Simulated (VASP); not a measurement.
Input of a VASP 6.6.1 run:

File INCAR:

```
SYSTEM = Sb
PREC = Accurate ; ENCUT = 400
EDIFF = 1E-6 ; ISMEAR = 0
SIGMA = 0.03 ; LREAL = .FALSE.
LASPH = .TRUE. ; NELM = 120
ALGO = Normal ; ISIF = 2
LWAVE = .FALSE. ; LCHARG = .FALSE.
LDIPOL = .TRUE. ; IDIPOL = 3
DIPOL = 0.5 0.5 0.289 ; GGA = PE
IVDW = 12 ; NBANDS = 12
GGA_COMPAT = .FALSE. ; NELMDL = -8
```

Contents of KPOINTS:

```
regular mesh
0
G
  12 12 1
  0 0 0
```

File POSCAR:

```
Sb
1.0
    4.0685005372      0.0000000000      0.0000000000
   -2.0342502686      3.5234248206      0.0000000000
    0.0000000000      0.0000000000     27.1000000030
Sb
2
Direct
    0.3333333333      0.6666666667      0.2583030261
    0.6666666667      0.3333333333      0.3191877487
```

Potentials or basis: VASP PAW PBE potentials, release 64 (Sb).

Launch:

```console
$ cat potpaw_PBE.64/Sb/POTCAR > POTCAR
$ mpirun -np 1 vasp_std > vasp.out
```

Task: Predict the largest force.

Result: 0.091 eV/Å.

Task: Predict the band gap on the k mesh.

Result: 1.19 eV, indirect (least direct gap 1.64 eV).

Task: What does it give for the dispersion energy per atom?

Result: -0.237 eV.

Forces on the atoms (eV/Å):
```
Sb   0.000  0.000 -0.091
Sb   0.000  0.000  0.091
```

Caveat: spin-orbit coupling is left out, which moves the levels of the heavy elements.
